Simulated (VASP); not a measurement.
Crystal: BAs2.

```
CELL_PARAMETERS angstrom
2.93186 0.00000 0.00000
0.00000 2.93186 0.00000
0.00000 0.00000 6.04917
ATOMIC_POSITIONS crystal
B 0.00000 0.00000 0.00000
As 0.50000 0.50000 0.29500
As 0.50000 0.50000 0.70500
```

| Quantity | Value |
| --- | --- |
| Program | VASP 6.6.1 |
| Task | relaxation of cell and atoms |
| Functional | PBE |
| Potentials or basis | VASP PAW PBE potentials, release 64 (B, As) |
| Cutoff | 600 eV |
| k mesh | 6 × 6 × 4 |
| Occupations | gaussian, width 0.1 eV |
| Spin | no spin polarisation |

At the start: pressure -2.2 GPa; volume 17.33 Å³/atom.

Question: How do energy, volume and symmetry change on relaxing?

Answer: Over 20 steps the energy falls by 411.1 meV/atom and the volume is 20.09 Å³/atom (+15.9 %); space group P4/mmm (No. 123, to 0.05 Å).

The path:
```tsv
step	energy change (eV)	largest force (eV/Å)	pressure (GPa)	volume (Å³)
1	0.0000	1.6617	-2.24	52.00
2	-0.2279	0.9709	-1.80	50.19
3	-0.4166	0.9709	1.05	47.85
4	-0.2076	0.9737	20.17	43.35
5	-0.4928	0.7502	3.64	46.63
6	-0.4960	0.1203	8.69	45.32
7	-0.5095	0.4940	5.94	45.97
8	-0.6643	0.3576	0.30	50.48
9	-0.7102	0.7397	-1.75	52.86
10	-0.8880	1.7608	-5.38	57.84
11	-1.0885	0.6191	-5.39	68.73
12	-1.0899	1.2913	-5.98	64.62
13	-1.1495	0.6206	-4.50	65.73
14	-1.1536	0.3784	-3.99	66.03
15	-1.1769	0.3400	-3.45	64.98
16	-1.2236	0.2501	-1.75	61.87
17	-1.1549	0.0707	4.70	55.94
18	-1.2306	0.2535	-0.73	60.53
19	-1.2307	0.2539	-0.59	60.38
20	-1.2332	0.0341	-0.18	60.26
```

Final structure:
```
CELL_PARAMETERS angstrom
3.04016 0.00000 0.00000
0.00000 3.04016 0.00000
0.00000 0.00000 6.52009
ATOMIC_POSITIONS crystal
B 0.00000 0.00000 0.00000
As 0.50000 0.50000 0.18365
As 0.50000 0.50000 0.81635
```

Caveat: the volume moved by over 15 % at a fixed basis, so the end points are rough; this functional lacks dispersion, which binds the layers, so the pressure and a relaxed spacing across them are unreliable.
